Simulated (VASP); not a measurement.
CO2, 9 atoms in the cell. The structure is trigonal, space group P3_121 (No. 152). The conventional cell has a = 4.070 Å, b = 4.070 Å, c = 4.618 Å, α = 90.00°, β = 90.00°, γ = 120.00°. Within 1.9 Å of C (site symmetry 2) lie 4 O at 1.40 to 1.41 Å. Within 1.9 Å of O (site symmetry 1) lie 2 C at 1.40 to 1.41 Å. 

```yaml
Program: VASP 6.6.1
Task: relaxation of cell and atoms
Functional: PBE
Potentials_or_basis: VASP PAW PBE potentials, release 64 (C, O)
Cutoff: 600 eV
k_mesh: 6 × 6 × 6
Occupations: gaussian, width 0.02 eV
Spin: no spin polarisation
Dipole_correction: no
Further_INCAR_settings: ALGO = Normal; EDIFF = 1e-06; IBRION = 2; EDIFFG = -0.01; NSW = 100; ISIF = 3
```

Potentials or basis: VASP PAW PBE potentials, release 64 (C, O).

Run with:

```console
$ cat potpaw_PBE.64/C/POTCAR potpaw_PBE.64/O/POTCAR > POTCAR
$ mpirun -np 1 vasp_std > vasp.out
```

Hardware: 1 thread of AMD EPYC 7R13 (shared host).

Estimate the wall time of this run.

It took 4.7 min on 1 thread of AMD EPYC 7R13, on a shared host, peak memory 0.21 GiB. Counts: scf iterations 29, k points 34, ion steps 4.
